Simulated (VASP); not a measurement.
# ScAl3 (I4/mmm) in VASP: notebook

Runs on ScAl3. Level: LDA. Tasks: single point.

Everything below comes from runs of VASP 6.6.1. Logs are shortened: lines on timing, memory, paths and dates and some standing lists are left out, and cuts for length are marked.

### 1 The cell of the first run

The structure is tetragonal, space group I4/mmm (No. 139). Conventional cell: a = 4.096 Å, b = 4.096 Å, c = 9.001 Å, α = 90.00°, β = 90.00°, γ = 90.00°. Sc (site symmetry 4/mmm) has 12 Al at 2.90 to 3.04 Å within 3.8 Å. Within 3.8 Å of Al (site symmetry -4m2) lie 8 Al at 2.90 to 3.04 Å and 4 Sc at 3.04 Å. Al (site symmetry 4/mmm) has 4 Sc at 2.90 Å and 8 Al at 3.04 Å within 3.8 Å.

### 2 Single point, LDA

The input, INCAR:

```
ALGO = Normal ; EDIFF = 1E-7
ENCUT = 520 ; GGA = CA
ISIF = 2 ; ISMEAR = 0
LASPH = T ; LCHARG = F
LREAL = F ; LWAVE = F
NBANDS = 18 ; NELM = 60
PREC = Accurate ; SIGMA = 0.05
```

The input, KPOINTS:

```
k-points
0
Gamma
  8 8 8
```

The input, POSCAR:

```
ScAl3
1.0
   -2.0479651706      2.0479651706      4.5004767203
    2.0479651706     -2.0479651706      4.5004767203
    2.0479651706      2.0479651706     -4.5004767203
Sc Al
1 3
Direct
    0.0000000000      0.0000000000      0.0000000000
    0.7500000000      0.2500000000      0.5000000000
    0.2500000000      0.7500000000      0.5000000000
    0.5000000000      0.5000000000      0.0000000000
```

Potentials or basis: VASP PAW LDA potentials, release 64 (Sc_sv, Al).

On the command line:

```
$ cat potpaw_LDA.64/Sc_sv/POTCAR potpaw_LDA.64/Al/POTCAR > POTCAR
$ mpirun -np 1 vasp_std > vasp.out
```

OUTCAR:

```text
EDIFF = 1E-7
   ENCUT = 520
   GGA = CA
   ISIF = 2
   ISMEAR = 0
   LASPH = T
   LREAL = F
   NELM = 60
   PREC = Accurate

 ion  position               nearest neighbor table
   1  0.000  0.000  0.000-   4 2.90   4 2.90   4 2.90   4 2.90   3 3.04   2 3.04   3 3.04   2 3.04
                             2 3.04   2 3.04   3 3.04   3 3.04
   2  0.750  0.250  0.500-   3 2.90   3 2.90   3 2.90   3 2.90   4 3.04   1 3.04   4 3.04   1 3.04
                             4 3.04   4 3.04   1 3.04   1 3.04
   3  0.250  0.750  0.500-   2 2.90   2 2.90   2 2.90   2 2.90   4 3.04   1 3.04   4 3.04   1 3.04
                             1 3.04   1 3.04   4 3.04   4 3.04
   4  0.500  0.500  0.000-   1 2.90   1 2.90   1 2.90   1 2.90   3 3.04   2 3.04   3 3.04   2 3.04
                             3 3.04   3 3.04   2 3.04   2 3.04

  LATTYP: Found a body centered tetragonal cell.
 ALAT       =     4.0959303412
 C/A-ratio  =     2.1975357711

  Lattice vectors:

 A1 = (  -2.0479651706,   2.0479651706,   4.5004767203)
 A2 = (   2.0479651706,  -2.0479651706,   4.5004767203)
 A3 = (   2.0479651706,   2.0479651706,  -4.5004767203)

Analysis of symmetry for initial positions (statically):
=====================================================================
 Subroutine PRICEL returns:
 Original cell was already a primitive cell.

 Routine SETGRP: Setting up the symmetry group for a
 body centered tetragonal supercell.

 Subroutine GETGRP returns: Found 16 space group operations
 (whereof 16 operations were pure point group operations)
 out of a pool of 16 trial point group operations.

The static configuration has the point symmetry D_4h.

Analysis of symmetry for dynamics (positions and initial velocities):
=====================================================================
 Subroutine PRICEL returns:
 Original cell was already a primitive cell.

 Routine SETGRP: Setting up the symmetry group for a
 body centered tetragonal supercell.

 Subroutine GETGRP returns: Found 16 space group operations
 (whereof 16 operations were pure point group operations)
 out of a pool of 16 trial point group operations.

The dynamic configuration has the point symmetry D_4h.

 Subroutine INISYM returns: Found 16 space group operations
[... 96 lines left out ...]
   LNONCOLLINEAR =      F non collinear calculations
   LSORBIT =      F    spin-orbit coupling
   LASPH  =      T    aspherical Exc in radial PAW
   ENCUT  =  520.0 eV  38.22 Ry    6.18 a.u.   9.95  9.95  9.95*2*pi/ulx,y,z
   NELM   =     60;   NELMIN=  2; NELMDL= -5     # of ELM steps
   EDIFF  = 0.1E-06   stopping-criterion for ELM
   LREAL  =      F    real-space projection
   EDIFFG = 0.1E-05   stopping-criterion for IOM
   NSW    =      0    number of steps for IOM
   IBRION =     -1    ionic relax: 0-MD 1-quasi-New 2-CG
   NFREE  =      0    steps in history (QN), initial steepest desc. (CG)
   ISIF   =      2    stress and relaxation
   ISYM   =      2    0-nonsym 1-usesym 2-fastsym
   POTIM  = 0.5000    time-step for ionic-motion
   TEBEG  =    0.0;   TEEND  =   0.0 temperature during run
   PSTRESS=    0.0 pullay stress
   NELECT =      20.0000    total number of electrons
   NUPDOWN=      -1.0000    fix difference up-down
   EMIN   =  10.00;   EMAX   =-10.00  energy-range for DOS
   EFERMI =   0.00;   METHOD = LEGACY
   ISMEAR =     0;   SIGMA  =   0.05  broadening in eV -4-tet -1-fermi 0-gaus
   EFERMI_NEDOS =   21; number of points for ismear=-14 and -15
   IALGO  =     38    algorithm
   IMIX   =      4    mixing-type and parameters
     AMIX     =   0.40;   BMIX     =  1.00
     AMIX_MAG =   1.60;   BMIX_MAG =  1.00
  volume/ion in A,a.u.               =      18.88       127.38
  Fermi-wavevector in a.u.,A,eV,Ry     =   1.051389  1.986838 15.040149  1.105420
  Thomas-Fermi vector in A             =   2.186431
   LORBIT       =      0    0 simple, 1 ext, 2 COOP (PROOUT), +10 PAW based schemes
   GGA     = CA    functional components
   LHFCALC =     F    Hartree Fock is set to
   AEXX    =    0.0000 exact exchange contribution
   IVDW    =     0    specifies the selected vdW correction
   LEPSILON=     F    determine dielectric tensor
   LRPA    =     F    only Hartree local field effects (RPA)
 non-spin polarized calculation
 Gauss-broadening in eV      SIGMA  =   0.05
  energy-cutoff  :      520.00
  volume of cell :       75.50
 maximum number of plane-waves:      2050
   NGX = 19   NGY = 19   NGZ = 19

 number of electron      20.0000002 magnetization

 Free energy of the ion-electron system (eV)
  ---------------------------------------------------
  ext. energy  EPLUGINS =         0.00000000
  ---------------------------------------------------
  free energy    TOTEN  =       -20.66022832 eV

  energy without entropy =      -20.65749933  energy(sigma->0) =      -20.65886382

 E-fermi :   5.8143     XC(G=0): -10.2211

 val. band max:        5.7971934839   @ k =  -0.3750   0.5000   0.1250
 cond. band min:       5.8307889688   @ k =   0.3750   0.1250   0.0000
 fundamental gap:      0.0335954849
 Fermi energy:         5.8142833944

 k-point     1 :       0.0000    0.0000    0.0000
  band No.  band energies     occupation
      1     -42.6426      2.00000
      2     -21.6599      2.00000
      3     -21.6493      2.00000
      4     -21.6493      2.00000
      5      -3.2706      2.00000
      6       3.2756      2.00000
[... 481 lines left out ...]
      5      -0.4271      2.00000
      6       0.0652      2.00000
[... 10 lines left out ...]
     17      10.7883      0.00000
     18      10.9561      0.00000

 [... further k-points ...]

------------------------ aborting loop because EDIFF is reached ----------------------------------------

  FORCE on cell =-STRESS in cart. coord.  units (eV):
  Direction    XX          YY          ZZ          XY          YZ          ZX
  --------------------------------------------------------------------------------------
  -------------------------------------------------------------------------------------
  Total       -3.8849694     -3.8849694     -3.4144397      0.0000000     -0.0000000      0.0000000
  in kB      -82.4393459    -82.4393459    -72.4546705      0.0000000     -0.0000000      0.0000000
  external PRESSURE =     -79.1111208 kB  Pullay stress =       0.0000000 kB

 VOLUME and BASIS-vectors are now :
 -----------------------------------------------------------------------------
  energy-cutoff  :      520.00
  volume of cell :       75.50
      direct lattice vectors                 reciprocal lattice vectors
    -2.047965171  2.047965171  4.500476720     0.000000000  0.244144777  0.111099341
     2.047965171 -2.047965171  4.500476720     0.244144777  0.000000000  0.111099341
     2.047965171  2.047965171 -4.500476720     0.244144777  0.244144777  0.000000000

 POSITION                                       TOTAL-FORCE (eV/Angst)
 -----------------------------------------------------------------------------------
      0.00000      0.00000      0.00000        -0.000000     -0.000000     -0.000000
     -0.00000      2.04797      2.25024         0.000000     -0.000000      0.000000
      2.04797     -0.00000      2.25024        -0.000000      0.000000     -0.000000
      0.00000      0.00000      4.50048        -0.000000     -0.000000     -0.000000
 -----------------------------------------------------------------------------------
    total drift:                               -0.000000     -0.000000      0.000000

  FREE ENERGIE OF THE ION-ELECTRON SYSTEM (eV)
  ---------------------------------------------------
  free  energy   TOTEN  =       -20.6602283161 eV

  energy  without entropy=      -20.6574993286  energy(sigma->0) =      -20.65886382
```

stdout:

```text
POSCAR found type information on POSCAR ScAl
 POSCAR found :  2 types and       4 ions
 scaLAPACK will be used
 LDA part: xc-table for (Slater(with rela. corr.)+CA(PZ))
 , standard interpolation
 POSCAR, INCAR and KPOINTS ok, starting setup
 FFT: planning ... GRIDC
 FFT: planning ... GRID_SOFT
 FFT: planning ... GRID
 WAVECAR not read
 entering main loop
```

It took 100 s on 1 thread of Intel Xeon 6975P-C (Granite Rapids), shared host; peak memory 0.23 GiB.

What came out:

```yaml
Free_energy: -20.6602 eV
Pressure: -7.9 GPa
Band_gap_on_the_k_mesh: zero (bands 10 and 11 overlap by 1.76 eV)
```

Stress tensor (GPa, compression positive):
```
-8.24  0.00  0.00
 0.00 -8.24  0.00
 0.00  0.00 -7.25
```

Caveat: the cell stands under tension.

### 3 Single point, LDA

This run uses another cell than the first one, of 19.35 Å³/atom.

The input, INCAR:

```
ALGO = Normal
EDIFF = 1E-6
ENCUT = 520
GGA = CA
ISIF = 2
ISMEAR = 0
LASPH = True
LCHARG = False
LREAL = False
LWAVE = False
NBANDS = 18
NELM = 60
PREC = Accurate
SIGMA = 0.05
```

KPOINTS is that of step 2.

The input, POSCAR:

```
ScAl3
1.0
   -2.0651037513      2.0651037513      4.5381393644
    2.0651037513     -2.0651037513      4.5381393644
    2.0651037513      2.0651037513     -4.5381393644
Sc Al
1 3
Direct
    0.0000000000      0.0000000000      0.0000000000
    0.7500000000      0.2500000000      0.5000000000
    0.2500000000      0.7500000000      0.5000000000
    0.5000000000      0.5000000000      0.0000000000
```

Potentials or basis: VASP PAW LDA potentials, release 64 (Sc_sv, Al).

On the command line:

```
$ cat potpaw_LDA.64/Sc_sv/POTCAR potpaw_LDA.64/Al/POTCAR > POTCAR
$ mpirun -np 1 vasp_std > vasp.out
```

Run time: 73 s. Hardware: 1 thread of Intel Xeon 6975P-C (Granite Rapids), shared host; peak memory 0.24 GiB.

Results (log left out):

| Property | Result |
| --- | --- |
| Free energy | -20.5579 eV |
| Pressure | -9.3 GPa |
| Band gap on the k mesh | zero (bands 10 and 11 overlap by 1.75 eV) |

Stress tensor (GPa, compression positive):
```
-9.61  0.00  0.00
 0.00 -9.61  0.00
 0.00  0.00 -8.55
```

Levels at points of the mesh, in eV from the Fermi level:
```
           k point  band 7  band 8  band 9  band 10  band 11  band 12  band 13  band 14
(0.00, 0.00, 0.00)   -2.07   -0.90   -0.90    -0.74     0.93     1.50     1.50     1.60
(0.50, 0.00, 0.00)   -2.93   -2.79   -0.63     0.36     1.05     1.78     2.41     2.48
(0.50, 0.50, 0.00)   -4.17   -3.14   -2.26    -1.84    -0.43     2.27     2.64     2.65
(0.50, 0.50, 0.50)   -1.71   -0.91   -0.91     0.23     1.39     1.39     1.74     3.37
```

Caveat: the cell stands under tension.
